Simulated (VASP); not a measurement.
Wanted: the native input for a VASP 6.6.1 run.

```yaml
Task: single point
Functional: PBE
Potentials_or_basis: VASP PAW PBE potentials, release 64 (Ce, O)
Cutoff: 520 eV
k_mesh: 8 × 8 × 8
Occupations: gaussian, width 0.01 eV
Spin: no spin polarisation
Dipole_correction: no
Further_INCAR_settings: ALGO = Normal; EDIFF = 1e-06; NBANDS = 19
```

The structure of CeO2 lies in POSCAR:

```
CeO2
1.0
    0.0000000000      2.7186496192      2.7186496192
    2.7186496192      0.0000000000      2.7186496192
    2.7186496192      2.7186496192      0.0000000000
Ce O
1 2
Direct
    0.0000000000      0.0000000000      0.0000000000
    0.2500000000      0.2500000000      0.2500000000
    0.7500000000      0.7500000000      0.7500000000
```

One way to write it, as run:

INCAR

```
PREC = Accurate
ENCUT = 520
EDIFF = 1E-6
ISMEAR = 0
SIGMA = 0.01
LREAL = F
LASPH = T
NELM = 80
ALGO = Normal
ISIF = 2
LWAVE = F
LCHARG = F
GGA = PE
NBANDS = 19
```

KPOINTS

```
regular mesh
0
Gamma
  8 8 8
```

Potentials or basis: VASP PAW PBE potentials, release 64 (Ce, O).

Run with:

```sh
$ cat potpaw_PBE.64/Ce/POTCAR potpaw_PBE.64/O/POTCAR > POTCAR
$ mpirun -np 1 vasp_std > vasp.out
```

It gave:

```json
{
 "Pressure": "2.6 GPa",
 "Band gap on the k mesh": "1.91 eV (least direct gap 2.01 eV)"
}
```

Caveat: spin-orbit coupling is left out, which moves the levels of the heavy elements.

Run time: 56 s on 1 thread of Intel Xeon 8259CL, with other jobs on the host, peak memory 0.19 GiB.
